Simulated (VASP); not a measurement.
ScCu, 2 atoms in the cell. The structure is cubic, space group Pm-3m (No. 221). The conventional cell has a = 3.267 Å, b = 3.267 Å, c = 3.267 Å, α = 90.00°, β = 90.00°, γ = 90.00°. Within 3.7 Å of Sc (site symmetry m-3m) lie 8 Cu at 2.83 Å and 6 Sc at 3.27 Å. Within 3.7 Å of Cu (site symmetry m-3m) lie 8 Sc at 2.83 Å and 6 Cu at 3.27 Å. 

```yaml
Program: VASP 6.6.1
Task: single point
Functional: LDA
Potentials_or_basis: VASP PAW LDA potentials, release 64 (Sc_sv, Cu)
Cutoff: 520 eV
k_mesh: 11 × 11 × 11
Occupations: fermi-dirac, width 0.05 eV
Spin: no spin polarisation
Dipole_correction: no
Further_INCAR_settings: ALGO = Normal; EDIFF = 1e-06; NBANDS = 18
```

Potentials or basis: VASP PAW LDA potentials, release 64 (Sc_sv, Cu).

Run with:

```console
$ cat potpaw_LDA.64/Sc_sv/POTCAR potpaw_LDA.64/Cu/POTCAR > POTCAR
$ mpirun -np 1 vasp_std > vasp.out
```

Hardware: 1 thread of Intel Xeon 8259CL, with other jobs on the host.

Question: How long does it take, and how much memory?

Answer: Run time: 29 s on 1 thread of Intel Xeon 8259CL (shared host), peak memory 0.15 GiB. Counts: scf iterations 13, k points 56.
